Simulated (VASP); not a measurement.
Set up this calculation in VASP 6.6.1, as the native input.

```yaml
Task: single point
Functional: r2SCAN
Potentials_or_basis: VASP PAW PBE potentials, release 64 (Cu)
Cutoff: 520 eV
k_mesh: 20 × 20 × 20
Occupations: gaussian, width 0.1 eV
Spin: no spin polarisation
Dipole_correction: no
Further_INCAR_settings: ALGO = Normal; EDIFF = 1e-07; NBANDS = 12
```

The system is Cu.

```
CELL_PARAMETERS angstrom
-1.48153 1.48153 1.38592
1.48153 -1.48153 1.38592
1.48153 1.48153 -1.38592
ATOMIC_POSITIONS crystal
Cu 0.00000 0.00000 0.00000
```

These files were run (other wordings do the same):

POSCAR

```
Cu
1.0
   -1.4815316221      1.4815316221      1.3859223034
    1.4815316221     -1.4815316221      1.3859223034
    1.4815316221      1.4815316221     -1.3859223034
Cu
1
Direct
    0.0000000000      0.0000000000      0.0000000000
```

INCAR.step1

```
  ALGO = Normal
  EDIFF = 1E-4
  ENCUT = 520
  GGA = PE
  ISMEAR = 0
  LASPH = True
  LCHARG = False
  LREAL = False
  LWAVE = True
  NBANDS = 12
  NELM = 100
  PREC = Accurate
  SIGMA = 0.1
```

INCAR.step2

```
  ALGO = Normal
  EDIFF = 1E-7
  ENCUT = 520
  ISIF = 2
  ISMEAR = 0
  ISTART = 1
  LASPH = True
  LCHARG = False
  LMIXTAU = True
  LREAL = False
  LWAVE = False
  METAGGA = R2SCAN
  NBANDS = 12
  NELM = 100
  PREC = Accurate
  SIGMA = 0.1
```

KPOINTS

```
k-points
0
Gamma
  20 20 20
```

Potentials or basis: VASP PAW PBE potentials, release 64 (Cu).

Command:

```console
$ cat potpaw_PBE.64/Cu/POTCAR > POTCAR
$ cp INCAR.step1 INCAR
$ mpirun -np 1 vasp_std > vasp.out
$ cp INCAR.step2 INCAR
$ mpirun -np 1 vasp_std > vasp.out
```

Results of the run:

```
Pressure               : -7.4 GPa
Band gap on the k mesh : zero (an odd number of electrons rules out a gap without spin polarisation)
```

Caveat: the cell stands under tension; the PAW data sets were made with another functional, which shifts forces and pressure a little.

It used 240 s of CPU time on 1 thread of Intel Xeon 8259CL, with other jobs on the host.
